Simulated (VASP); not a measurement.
# SiGeO4 (F-43m) in VASP: a series of runs, part 2 of 2

VASP 6.6.1.

### 5 Single point, PBE (17.51 Å³/atom)

This run uses another cell than the first one, of 17.51 Å³/atom.

Contents of INCAR:

```
  PREC = Accurate
  ENCUT = 520
  EDIFF = 1E-6
  ISMEAR = 0
  SIGMA = 0.02
  LREAL = F
  LASPH = T
  NELM = 80
  ALGO = Normal
  ISIF = 2
  LWAVE = F
  LCHARG = T
  GGA = PE
  LELF = T
  LVHAR = T
  NBANDS = 30
```

Contents of KPOINTS:

```
Automatic mesh
0
Gamma
  6 6 6
```

Contents of POSCAR:

```
SiGeO4
1.0
    0.0000000000      3.7451359313      3.7451359313
    3.7451359313      0.0000000000      3.7451359313
    3.7451359313      3.7451359313      0.0000000000
Si Ge O
1 1 4
Direct
    0.7500000000      0.7500000000      0.7500000000
    0.5000000000      0.5000000000      0.5000000000
    0.1125838091      0.6291387303      0.6291387303
    0.6291387303      0.1125838091      0.6291387303
    0.6291387303      0.6291387303      0.1125838091
    0.6291387303      0.6291387303      0.6291387303
```

Potentials or basis: VASP PAW PBE potentials, release 64 (Si, Ge_d, O).

Started as:

```bash
cat potpaw_PBE.64/Si/POTCAR potpaw_PBE.64/Ge_d/POTCAR potpaw_PBE.64/O/POTCAR > POTCAR
mpirun -np 1 vasp_std > vasp.out
```

OUTCAR:

```text
PREC = Accurate
   ENCUT = 520
   EDIFF = 1E-6
   ISMEAR = 0
   LREAL = F
   LASPH = T
   NELM = 80
   ISIF = 2
   GGA = PE

 ion  position               nearest neighbor table
   1  0.750  0.750  0.750-   3 1.57   4 1.57   5 1.57   6 1.57
   2  0.500  0.500  0.500-   3 1.68   4 1.68   5 1.68   6 1.68
   3  0.113  0.629  0.629-   1 1.57   2 1.68
   4  0.629  0.113  0.629-   1 1.57   2 1.68
   5  0.629  0.629  0.113-   1 1.57   2 1.68
   6  0.629  0.629  0.629-   1 1.57   2 1.68

  LATTYP: Found a face centered cubic cell.
 ALAT       =     7.4902718626

  Lattice vectors:

 A1 = (   0.0000000000,   3.7451359313,   3.7451359313)
 A2 = (   3.7451359313,   0.0000000000,   3.7451359313)
 A3 = (   3.7451359313,   3.7451359313,   0.0000000000)

Analysis of symmetry for initial positions (statically):
=====================================================================
 Subroutine PRICEL returns:
 Original cell was already a primitive cell.

 Routine SETGRP: Setting up the symmetry group for a
[... 168 lines left out ...]

 val. band max:       -1.0662225492   @ k =   0.5000   0.0000   0.0000
 cond. band min:       3.9148704185   @ k =   0.0000   0.0000   0.0000
 fundamental gap:      4.9810929677
 Fermi energy:        -0.9699958366

 k-point     1 :       0.0000    0.0000    0.0000
  band No.  band energies     occupation
      1     -24.3365      2.00000
      2     -24.3365      2.00000
      3     -24.3365      2.00000
      4     -23.9240      2.00000
      5     -23.9240      2.00000
      6     -20.5581      2.00000
[... 517 lines left out ...]
     29      11.3259      0.00000
     30      11.7276      0.00000

------------------------ aborting loop because EDIFF is reached ----------------------------------------

  FORCE on cell =-STRESS in cart. coord.  units (eV):
  Direction    XX          YY          ZZ          XY          YZ          ZX
  --------------------------------------------------------------------------------------
  -------------------------------------------------------------------------------------
  Total        9.2261809      9.2261809      9.2261809      0.0000000     -0.0000000      0.0000000
  in kB      140.7018467    140.7018467    140.7018467      0.0000000     -0.0000000      0.0000000
  external PRESSURE =     140.7018467 kB  Pullay stress =       0.0000000 kB

 VOLUME and BASIS-vectors are now :
 -----------------------------------------------------------------------------
  energy-cutoff  :      520.00
  volume of cell :      105.06
      direct lattice vectors                 reciprocal lattice vectors
     0.000000000  3.745135931  3.745135931    -0.133506503  0.133506503  0.133506503
     3.745135931  0.000000000  3.745135931     0.133506503 -0.133506503  0.133506503
     3.745135931  3.745135931  0.000000000     0.133506503  0.133506503 -0.133506503

 POSITION                                       TOTAL-FORCE (eV/Angst)
 -----------------------------------------------------------------------------------
      5.61770      5.61770      5.61770        -0.000000      0.000000     -0.000000
      3.74514      3.74514      3.74514        -0.000000      0.000000     -0.000000
      4.71242      2.77785      2.77785        -0.090075      0.090075      0.090075
      2.77785      4.71242      2.77785         0.090075     -0.090075      0.090075
      2.77785      2.77785      4.71242         0.090075      0.090075     -0.090075
      4.71242      4.71242      4.71242        -0.090075     -0.090075     -0.090075
 -----------------------------------------------------------------------------------
    total drift:                                0.000002      0.000002      0.000004

  FREE ENERGIE OF THE ION-ELECTRON SYSTEM (eV)
  ---------------------------------------------------
  free  energy   TOTEN  =       -42.1404381548 eV

  energy  without entropy=      -42.1404381548  energy(sigma->0) =      -42.14043815
```

OSZICAR:

```text
N       E                     dE             d eps       ncg     rms          rms(c)
DAV:   1     0.415883128948E+03    0.41588E+03   -0.21032E+04  1272   0.234E+03
DAV:   2     0.978093058725E+01   -0.40610E+03   -0.38811E+03  1146   0.737E+02
DAV:   3    -0.468823931218E+02   -0.56663E+02   -0.56338E+02  1114   0.160E+02
DAV:   4    -0.498650304245E+02   -0.29826E+01   -0.29789E+01  1234   0.444E+01
DAV:   5    -0.499298954274E+02   -0.64865E-01   -0.64859E-01  1124   0.596E+00    0.206E+01
DAV:   6    -0.421043088094E+02    0.78256E+01   -0.21778E+01  1520   0.104E+02    0.833E+00
DAV:   7    -0.421834085884E+02   -0.79100E-01   -0.29314E+00  1146   0.907E+00    0.395E+00
DAV:   8    -0.421529902159E+02    0.30418E-01   -0.33203E-01  1506   0.807E+00    0.107E+00
DAV:   9    -0.421385081830E+02    0.14482E-01   -0.10020E-01  1524   0.402E+00    0.279E-01
DAV:  10    -0.421403213155E+02   -0.18131E-02   -0.95720E-03  1290   0.102E+00    0.991E-02
DAV:  11    -0.421405000954E+02   -0.17878E-03   -0.10079E-03  1360   0.456E-01    0.895E-02
DAV:  12    -0.421404595940E+02    0.40501E-04   -0.16806E-04  1214   0.168E-01    0.177E-02
DAV:  13    -0.421404385799E+02    0.21014E-04   -0.69316E-05  1396   0.104E-01    0.127E-02
DAV:  14    -0.421404381548E+02    0.42507E-06   -0.74619E-06  1202   0.183E-02
   1 F= -.42140438E+02 E0= -.42140438E+02  d E =-.434390E-13
```

It took 99 s on 1 thread of Intel Xeon 8259CL, shared host; peak memory 0.25 GiB.

What came out:

| Property | Result |
| --- | --- |
| Free energy | -42.1404 eV |
| Pressure | 14.1 GPa |
| Largest force | 0.156 eV/Å |
| Band gap on the k mesh | 4.98 eV (least direct gap 4.99 eV) |

Forces on the atoms (eV/Å):
```
Si   0.000  0.000  0.000
Ge   0.000  0.000  0.000
O   -0.090  0.090  0.090
O    0.090 -0.090  0.090
O    0.090  0.090 -0.090
O   -0.090 -0.090 -0.090
```

Caveat: the cell stands under pressure.

### 6 Summary

```tsv
cell	k mesh	smearing	gap on the mesh (eV)	pressure (GPa)	largest force (eV/Å)
a = 5.398 Å, angles 60.0°, 6 atoms, atomic positions A	4 × 4 × 4	gaussian 0.1 eV	none	76.0	43.10
a = 5.463 Å, angles 60.0°, 6 atoms, atomic positions B	4 × 4 × 4	gaussian 0.1 eV	4.05	-0.1	0.10
a = 5.238 Å, angles 60.0°, 6 atoms, atomic positions B	6 × 6 × 6	gaussian 0.02 eV	5.19	20.6	0.19
a = 5.296 Å, angles 60.0°, 6 atoms, atomic positions B	6 × 6 × 6	gaussian 0.02 eV	4.98	14.1	0.16
```

Alike in all rows: task single point; level PBE; potentials or basis VASP PAW PBE potentials, release 64 (Si, Ge_d, O); no spin polarisation; cutoff (eV) 520.

Caveats: the cell stands under pressure (at least some runs); forces of over 1 eV/Å act on the atoms, so gaps and moduli don't describe the material at rest (at least some runs).

Total energies depend on the potentials used, so only differences within one code and one set of settings carry meaning.
